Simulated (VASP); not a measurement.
Write the native input for VASP 6.6.1 that does the following.

```yaml
Task: single point
Functional: PBE
Potentials_or_basis: VASP PAW PBE potentials, release 64 (Hf_pv, N)
Cutoff: 520 eV
k_mesh: 20 × 20 × 20
Occupations: gaussian, width 0.1 eV
Spin: no spin polarisation
Dipole_correction: no
Further_INCAR_settings: ALGO = Normal; EDIFF = 1e-06; NBANDS = 14
```

The structure of HfN lies in POSCAR:

```
HfN
1.0
    2.8250259194      0.0000000000      0.0000000000
    0.0000000000      2.8250259194      0.0000000000
    0.0000000000      0.0000000000      2.8250259194
Hf N
1 1
Direct
    0.0000000000      0.0000000000      0.0000000000
    0.5000000000      0.5000000000      0.5000000000
```

One way to write it, as run:

INCAR

```
SYSTEM = HfN
PREC = Accurate
ENCUT = 520
EDIFF = 1E-6
ISMEAR = 0
SIGMA = 0.1
LREAL = .FALSE.
LASPH = .TRUE.
NELM = 100
ALGO = Normal
ISIF = 2
LWAVE = .FALSE.
LCHARG = .FALSE.
GGA = PE
NBANDS = 14
```

KPOINTS

```
regular mesh
0
G
  20 20 20
  0 0 0
```

Potentials or basis: VASP PAW PBE potentials, release 64 (Hf_pv, N).

Launch:

```console
$ cat potpaw_PBE.64/Hf_pv/POTCAR potpaw_PBE.64/N/POTCAR > POTCAR
$ mpirun -np 1 vasp_std > vasp.out
```

Results of the run:

The pressure is -2.6 GPa.

It took 37 s on 1 thread of Intel(R) Xeon(R) Platinum 8488C (Sapphire Rapids) (shared host), peak memory 0.21 GiB.
